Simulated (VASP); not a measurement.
Write the native input for VASP 6.6.1 that does the following.

```
Task                   : single point
Functional             : PBE
Potentials or basis    : VASP PAW PBE potentials, release 64 (Zr_sv, F)
Cutoff                 : 520 eV
k mesh                 : 8 × 8 × 4
Occupations            : gaussian, width 0.1 eV
Spin                   : no spin polarisation
Dipole correction      : no
Further INCAR settings : ALGO = Normal; EDIFF = 1e-06; NBANDS = 16
```

The structure of ZrF lies in POSCAR:

```
ZrF
1.0
    1.3543325862     -3.0727326650      0.0000000000
    1.3543325862      3.0727326650      0.0000000000
    0.0000000000      0.0000000000      3.9094267601
Zr F
1 1
Direct
    0.5000000000      0.5000000000      0.5000000000
    0.0000000000      0.0000000000      0.0000000000
```

One way to write it, as run:

INCAR

```
PREC = Accurate
ENCUT = 520
EDIFF = 1E-6
ISMEAR = 0
SIGMA = 0.1
LREAL = False
LASPH = True
NELM = 100
ALGO = Normal
ISIF = 2
LWAVE = False
LCHARG = False
GGA = PE
NBANDS = 16
```

KPOINTS

```
Automatic mesh
0
Gamma
  8 8 4
```

Potentials or basis: VASP PAW PBE potentials, release 64 (Zr_sv, F).

Launch:

```sh
$ cat potpaw_PBE.64/Zr_sv/POTCAR potpaw_PBE.64/F/POTCAR > POTCAR
$ mpirun -np 1 vasp_std > vasp.out
```

It gave:

```
Pressure : 0.1 GPa
```

Caveat: the k points lie up to 0.40 Å⁻¹ apart; an odd number of electrons without spin polarisation forces a metal; a magnetic or distorted state may lie lower.

It took 17 s on 1 thread of Intel(R) Xeon(R) 6975P-C (Granite Rapids), on a shared host, peak memory 0.17 GiB.
